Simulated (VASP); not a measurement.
Input of a VASP 6.6.1 run:

Contents of INCAR:

```
PREC = Accurate
ENCUT = 520
EDIFF = 1E-6
ISMEAR = 1
SIGMA = 0.1
LREAL = False
LASPH = True
NELM = 100
ALGO = Normal
ISIF = 2
LWAVE = False
LCHARG = False
GGA = PE
NBANDS = 29
```

File KPOINTS:

```
Automatic mesh
0
Gamma
  12 12 14
```

The input POSCAR:

```
Ta2AlN3
1.0
    5.4603336497      0.0000000000      0.0000000000
   -2.7301668249      4.7287876538      0.0000000000
    0.0000000000      0.0000000000      2.8390072301
Ta Al N
2 1 3
Direct
    0.3333333333      0.6666666667      0.5000000000
    0.6666666667      0.3333333333      0.5000000000
    0.0000000000      0.0000000000      0.0000000000
    0.5000000000      0.0000000000      0.0000000000
    0.5000000000      0.5000000000      0.0000000000
    0.0000000000      0.5000000000      0.0000000000
```

Potentials or basis: VASP PAW PBE potentials, release 64 (Ta_pv, Al, N).

Run with:

```bash
$ cat potpaw_PBE.64/Ta_pv/POTCAR potpaw_PBE.64/Al/POTCAR potpaw_PBE.64/N/POTCAR > POTCAR
$ mpirun -np 1 vasp_std > vasp.out
```

Question: Predict the band gap on the k mesh.

Answer: Zero (band 20 reaches 8.33 eV, above the bottom of band 21 at 6.17 eV).

Question: What does it give for the pressure?

Answer: 0.5 GPa.

Stress tensor (GPa, compression positive):
```
0.42 0.00 0.00
0.00 0.42 0.00
0.00 0.00 0.75
```

Caveat: spin-orbit coupling is left out, which moves the levels of the heavy elements.
